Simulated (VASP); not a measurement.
# K2NiWO6 (I4/m) in VASP: single point with PBE

Aim: the single point of K2NiWO6 with PBE.

All numbers are computed with VASP 6.6.1; they aren't measurements. Logs are shortened: lines on timing, memory, paths and dates and some standing lists are left out, and cuts for length are marked.

## 1. The cell of the first run

Symmetry: I4/m, No. 87, tetragonal system. Conventional cell: a = 5.633 Å, b = 5.633 Å, c = 8.021 Å, α = 90.00°, β = 90.00°, γ = 90.00°. Within 3.1 Å of O (site symmetry m) lie 1 W at 1.94 Å and 1 Ni at 2.07 Å and 4 K at 2.66 to 3.01 Å and 8 O at 2.75 to 2.93 Å. Within 2.6 Å of O (site symmetry 4) lie 1 W at 1.97 Å and 1 Ni at 2.05 Å. W (site symmetry 4/m) has 6 O at 1.94 to 1.97 Å within 2.6 Å. Within 3.5 Å of K (site symmetry -4) lie 12 O at 2.66 to 3.01 Å and 4 Ni at 3.46 Å and 4 W at 3.46 Å. Ni (site symmetry 4/m) has 6 O at 2.05 to 2.07 Å within 2.7 Å.

## 2. Single point, PBE

INCAR reads:

```
PREC = Accurate
ENCUT = 700
EDIFF = 1E-6
ISMEAR = -1
SIGMA = 0.1
LREAL = False
LASPH = True
NELM = 120
ALGO = Normal
ISIF = 2
LWAVE = False
LCHARG = False
GGA = PE
NBANDS = 54
GGA_COMPAT = False
```

KPOINTS reads:

```
regular mesh
0
Gamma
  6 6 6
```

POSCAR reads:

```
K2NiWO6
1.0
    0.0000000000      5.6331310000      0.0000000000
    5.6331310000      0.0000000000      0.0000000000
    2.8165650000      2.8165650000     -4.0106820000
O W K Ni
6 1 2 1
Direct
    0.2270000000      0.2890000000      0.0000000000
    0.2890000000      0.7730000000      0.0000000000
    0.7730000000      0.7110000000      0.0000000000
    0.7110000000      0.2270000000      0.0000000000
    0.2550000000      0.2550000000      0.4900000000
    0.7450000000      0.7450000000      0.5100000000
    0.5000000000      0.5000000000      0.0000000000
    0.7500000000      0.2500000000      0.5000000000
    0.2500000000      0.7500000000      0.5000000000
    0.0000000000      0.0000000000      0.0000000000
```

Potentials or basis: VASP PAW PBE potentials, release 64 (O, W_sv, K_sv, Ni_sv_GW).

On the command line:

```
> cat potpaw_PBE.64/O/POTCAR potpaw_PBE.64/W_sv/POTCAR potpaw_PBE.64/K_sv/POTCAR potpaw_PBE.64/Ni_sv_GW/POTCAR > POTCAR
> mpirun -np 1 vasp_std > vasp.out
```

OUTCAR:

```text
PREC = Accurate
   ENCUT = 700
   EDIFF = 1E-6
   ISMEAR = -1
   LREAL = False
   LASPH = True
   NELM = 120
   ISIF = 2
   GGA = PE

 ion  position               nearest neighbor table
   1  0.227  0.289  0.000-   7 1.94  10 2.07   9 2.66   8 2.66
   2  0.289  0.773  0.000-   7 1.94  10 2.07   9 2.66   8 2.66
   3  0.773  0.711  0.000-   7 1.94  10 2.07   8 2.66   9 2.66
   4  0.711  0.227  0.000-   7 1.94  10 2.07   8 2.66   9 2.66
   5  0.255  0.255  0.490-   7 1.97  10 2.05   8 2.82   9 2.82   9 2.82   8 2.82
   6  0.745  0.745  0.510-   7 1.97  10 2.05   9 2.82   8 2.82   9 2.82   8 2.82
   7  0.500  0.500  0.000-   1 1.94   2 1.94   3 1.94   4 1.94   5 1.97   6 1.97   8 3.46   9 3.46
                             8 3.46   9 3.46   9 3.46   8 3.46   9 3.46   8 3.46
   8  0.750  0.250  0.500-   4 2.66   3 2.66   1 2.66   2 2.66   5 2.82   6 2.82   5 2.82   6 2.82
                             7 3.46   7 3.46   7 3.46   7 3.46
   9  0.250  0.750  0.500-   2 2.66   1 2.66   3 2.66   4 2.66   5 2.82   6 2.82   5 2.82   6 2.82
                             7 3.46   7 3.46   7 3.46   7 3.46
  10  0.000  0.000  0.000-   6 2.05   5 2.05   2 2.07   3 2.07   4 2.07   1 2.07

  LATTYP: Found a body centered tetragonal cell.
 ALAT       =     5.6331310000
 C/A-ratio  =     1.4239619139

  Lattice vectors:

 A1 = (  -2.8165650000,   2.8165660000,   4.0106820000)
 A2 = (   2.8165660000,  -2.8165650000,   4.0106820000)
 A3 = (   2.8165650000,   2.8165650000,  -4.0106820000)

Analysis of symmetry for initial positions (statically):
=====================================================================
 Subroutine PRICEL returns:
 Original cell was already a primitive cell.

 Routine SETGRP: Setting up the symmetry group for a
 body centered tetragonal supercell.

 Subroutine GETGRP returns: Found  8 space group operations
 (whereof  8 operations were pure point group operations)
 out of a pool of 16 trial point group operations.

The static configuration has the point symmetry C_4h.

Analysis of symmetry for dynamics (positions and initial velocities):
=====================================================================
 Subroutine PRICEL returns:
 Original cell was already a primitive cell.

 Routine SETGRP: Setting up the symmetry group for a
 body centered tetragonal supercell.

 Subroutine GETGRP returns: Found  8 space group operations
 (whereof  8 operations were pure point group operations)
 out of a pool of 16 trial point group operations.

The dynamic configuration has the point symmetry C_4h.

 Subroutine INISYM returns: Found  8 space group operations
 (whereof  8 operations are pure point group operations),
 and found     1 'primitive' translations

----------------------------------------------------------------------------------------

                                     Primitive cell

  volume of cell :     127.2676

  direct lattice vectors                    reciprocal lattice vectors
     0.000000000  5.633131000  0.000000000     0.000000000  0.177521169  0.124667054
     5.633131000  0.000000000  0.000000000     0.177521169  0.000000000  0.124667054
     2.816565000  2.816565000 -4.010682000     0.000000000  0.000000000 -0.249334153

  length of vectors
     5.633131000  5.633131000  5.652578783     0.216923120  0.216923120  0.249334153

  position of ions in fractional coordinates (direct lattice)
     0.227000000  0.289000000  0.000000000
     0.289000000  0.773000000  0.000000000
     0.773000000  0.711000000  0.000000000
     0.711000000  0.227000000  0.000000000
     0.255000000  0.255000000  0.490000000
     0.745000000  0.745000000  0.510000000
     0.500000000  0.500000000  0.000000000
     0.750000000  0.250000000  0.500000000
     0.250000000  0.750000000  0.500000000
     0.000000000  0.000000000  0.000000000

  ion indices of the primitive-cell ions
   primitive index   ion index
                 1           1
                 2           2
                 3           3
                 4           4
                 5           5
                 6           6
                 7           7
                 8           8
                 9           9
                10          10

----------------------------------------------------------------------------------------

 KPOINTS: regular mesh

Automatic generation of k-mesh.
 Grid dimensions read from file:
 generate k-points for:    6    6    6

 Generating k-lattice:

  Cartesian coordinates                     Fractional coordinates (reciprocal lattice)
     0.000000000  0.029586861  0.020777842     0.166666667  0.000000000  0.000000000
     0.029586861  0.000000000  0.020777842     0.000000000  0.166666667  0.000000000
     0.000000000  0.000000000 -0.041555692     0.000000000  0.000000000  0.166666667

  Length of vectors
     0.036153853  0.036153853  0.041555692

  Shift w.r.t. Gamma in fractional coordinates (k-lattice)
     0.000000000  0.000000000  0.000000000

 Subroutine IBZKPT returns following result:
 ===========================================

 Found     36 irreducible k-points:

 Following reciprocal coordinates:
            Coordinates               Weight
  0.000000  0.000000  0.000000      1.000000
  0.166667  0.000000  0.000000      8.000000
  0.333333  0.000000  0.000000      8.000000
  0.500000  0.000000  0.000000      4.000000
  0.166667  0.166667  0.000000      8.000000
  0.333333  0.166667  0.000000      8.000000
[... 16 lines left out ...]
  0.333333  0.333333  0.166667      8.000000
  0.500000  0.333333  0.166667      8.000000
 [... further k-points ...]
   k-points           NKPTS =     36   k-points in BZ     NKDIM =     36   number of bands    NBANDS=     54
   number of dos      NEDOS =    301   number of ions     NIONS =     10
   total plane-waves  NPLWV = 125000
   dimension x,y,z NGX =    50 NGY =   50 NGZ =   50
   dimension x,y,z NGXF=   100 NGYF=  100 NGZF=  100
   ions per type =               6   1   2   1
   NGX,Y,Z   is equivalent  to a cutoff of  14.76, 14.76, 14.71 a.u.
   NGXF,Y,Z  is equivalent  to a cutoff of  29.51, 29.51, 29.41 a.u.
 SYSTEM =  unknown system
   PREC   = accura    normal or accurate (medium, high low for compatibility)
   ISTART =      0    job   : 0-new  1-cont  2-samecut
   ICHARG =      2    charge: 1-file 2-atom 10-const
   ISPIN  =      1    spin polarized calculation?
   LNONCOLLINEAR =      F non collinear calculations
   LSORBIT =      F    spin-orbit coupling
   LASPH  =      T    aspherical Exc in radial PAW
   ENCUT  =  700.0 eV  51.45 Ry    7.17 a.u.  12.15 12.15 12.19*2*pi/ulx,y,z
   NELM   =    120;   NELMIN=  2; NELMDL= -5     # of ELM steps
   EDIFF  = 0.1E-05   stopping-criterion for ELM
   LREAL  =      F    real-space projection
   EDIFFG = 0.1E-04   stopping-criterion for IOM
   NSW    =      0    number of steps for IOM
   IBRION =     -1    ionic relax: 0-MD 1-quasi-New 2-CG
   NFREE  =      0    steps in history (QN), initial steepest desc. (CG)
   ISIF   =      2    stress and relaxation
   ISYM   =      2    0-nonsym 1-usesym 2-fastsym
   POTIM  = 0.5000    time-step for ionic-motion
   TEBEG  =    0.0;   TEEND  =   0.0 temperature during run
   PSTRESS=    0.0 pullay stress
   NELECT =      86.0000    total number of electrons
   NUPDOWN=      -1.0000    fix difference up-down
   EMIN   =  10.00;   EMAX   =-10.00  energy-range for DOS
   EFERMI =   0.00;   METHOD = LEGACY
   ISMEAR =    -1;   SIGMA  =   0.10  broadening in eV -4-tet -1-fermi 0-gaus
   EFERMI_NEDOS =   21; number of points for ismear=-14 and -15
   IALGO  =     38    algorithm
   IMIX   =      4    mixing-type and parameters
     AMIX     =   0.40;   BMIX     =  1.00
     AMIX_MAG =   1.60;   BMIX_MAG =  1.00
  volume/ion in A,a.u.               =      12.73        85.88
  Fermi-wavevector in a.u.,A,eV,Ry     =   1.436597  2.714775 28.079859  2.063811
  Thomas-Fermi vector in A             =   2.555768
   LORBIT       =      0    0 simple, 1 ext, 2 COOP (PROOUT), +10 PAW based schemes
   GGA     = PE    functional components
   LHFCALC =     F    Hartree Fock is set to
   AEXX    =    0.0000 exact exchange contribution
   IVDW    =     0    specifies the selected vdW correction
   LEPSILON=     F    determine dielectric tensor
   LRPA    =     F    only Hartree local field effects (RPA)
 non-spin polarized calculation
  energy-cutoff  :      700.00
  volume of cell :      127.27
 maximum number of plane-waves:      5382
 NGX is ok and might be reduce to    50
   NGX = 25   NGY = 25   NGZ = 25

 number of electron      85.9999985 magnetization

 Free energy of the ion-electron system (eV)
  ---------------------------------------------------
  ext. energy  EPLUGINS =         0.00000000
  ---------------------------------------------------
  free energy    TOTEN  =       -65.89749981 eV

  energy without entropy =      -65.63537942  energy(sigma->0) =      -65.76643961

 E-fermi :   1.7666     XC(G=0): -10.6994

 val. band max:        1.7661373794   @ k =  -0.1667   0.1667   0.0000
 cond. band min:       1.7676180237   @ k =   0.5000   0.1667  -0.1667
 fundamental gap:      0.0014806443
 Fermi energy:         1.7666122433

 k-point     1 :       0.0000    0.0000    0.0000
  band No.  band energies     occupation
      1    -102.0326      2.00000
      2     -72.9941      2.00000
      3     -62.4083      2.00000
      4     -62.3668      2.00000
      5     -62.3668      2.00000
      6     -37.1519      2.00000
[... 46 lines left out ...]
     53      10.9689      0.00000
     54      10.9747      0.00000

 k-point     2 :       0.1667    0.0000    0.0000
  band No.  band energies     occupation
      1    -102.0327      2.00000
      2     -72.9941      2.00000
      3     -62.4083      2.00000
      4     -62.3670      2.00000
      5     -62.3669      2.00000
      6     -37.1520      2.00000
[... 1246 lines left out ...]
 k-point    24 :       0.5000    0.3333    0.1667
  band No.  band energies     occupation
      1    -102.0328      2.00000
      2     -72.9941      2.00000
      3     -62.4084      2.00000
      4     -62.3670      2.00000
      5     -62.3670      2.00000
      6     -37.1521      2.00000
[... 46 lines left out ...]
     53      11.9350      0.00000
     54      12.1676      0.00000

 [... further k-points ...]

------------------------ aborting loop because EDIFF is reached ----------------------------------------

  FORCE on cell =-STRESS in cart. coord.  units (eV):
  Direction    XX          YY          ZZ          XY          YZ          ZX
  --------------------------------------------------------------------------------------
  -------------------------------------------------------------------------------------
  Total       -5.0960325     -5.0960325     -5.4147519     -0.0000009     -0.0000007     -0.0000007
  in kB      -64.1541632    -64.1541632    -68.1665347     -0.0000108     -0.0000085     -0.0000085
  external PRESSURE =     -65.4916204 kB  Pullay stress =       0.0000000 kB

 VOLUME and BASIS-vectors are now :
 -----------------------------------------------------------------------------
  energy-cutoff  :      700.00
  volume of cell :      127.27
      direct lattice vectors                 reciprocal lattice vectors
     0.000000000  5.633131000  0.000000000     0.000000000  0.177521169  0.124667054
     5.633131000  0.000000000  0.000000000     0.177521169  0.000000000  0.124667054
     2.816565000  2.816565000 -4.010682000     0.000000000  0.000000000 -0.249334153

 POSITION                                       TOTAL-FORCE (eV/Angst)
 -----------------------------------------------------------------------------------
      1.62797      1.27872      0.00000        -0.491726      0.045170     -0.000000
      4.35441      1.62797      0.00000        -0.045170     -0.491726     -0.000000
      4.00516      4.35441      0.00000         0.491726     -0.045170     -0.000000
      1.27872      4.00516      0.00000         0.045170      0.491726     -0.000000
      2.81657      2.81657     -1.96523        -0.000000     -0.000000     -0.091782
      5.63313      5.63313     -2.04545         0.000000      0.000000      0.091782
      2.81657      2.81657      0.00000         0.000000     -0.000000     -0.000000
      2.81657      5.63313     -2.00534        -0.000000     -0.000000     -0.000000
      5.63313      2.81657     -2.00534         0.000000     -0.000000     -0.000000
      0.00000      0.00000      0.00000         0.000000     -0.000000     -0.000000
 -----------------------------------------------------------------------------------
    total drift:                                0.000000     -0.000000     -0.000000

  FREE ENERGIE OF THE ION-ELECTRON SYSTEM (eV)
  ---------------------------------------------------
  free  energy   TOTEN  =       -65.8974998089 eV

  energy  without entropy=      -65.6353794204  energy(sigma->0) =      -65.76643961
```

Run time: 14 min. Hardware: 1 thread of Intel Xeon Platinum 8488C (Sapphire Rapids), shared host; peak memory 0.62 GiB.

What came out:

```
Free energy            : -65.8975 eV
Pressure               : -6.5 GPa
Largest force          : 0.494 eV/Å
Band gap on the k mesh : zero (bands 43 and 44 overlap by 0.15 eV)
```

Forces in eV/Å, atoms in the order of the input:
```
O   -0.492  0.045  0.000
O   -0.045 -0.492  0.000
O    0.492 -0.045  0.000
O    0.045  0.492  0.000
O    0.000  0.000 -0.092
O    0.000  0.000  0.092
W    0.000  0.000  0.000
K    0.000  0.000  0.000
K    0.000  0.000  0.000
Ni   0.000  0.000  0.000
```

Stress tensor (GPa, compression positive):
```
-6.42  0.00  0.00
 0.00 -6.42  0.00
 0.00  0.00 -6.82
```

Caveat: the cell stands under tension; spin-orbit coupling is left out, which moves the levels of the heavy elements; the run has no spin polarisation, though such a crystal can be magnetic; semilocal functionals often make such compounds metallic where correlation or magnetic order opens a gap, which also shifts bond lengths. Spin polarisation is off, so any magnetic state and its effect on volume and gap are missing.
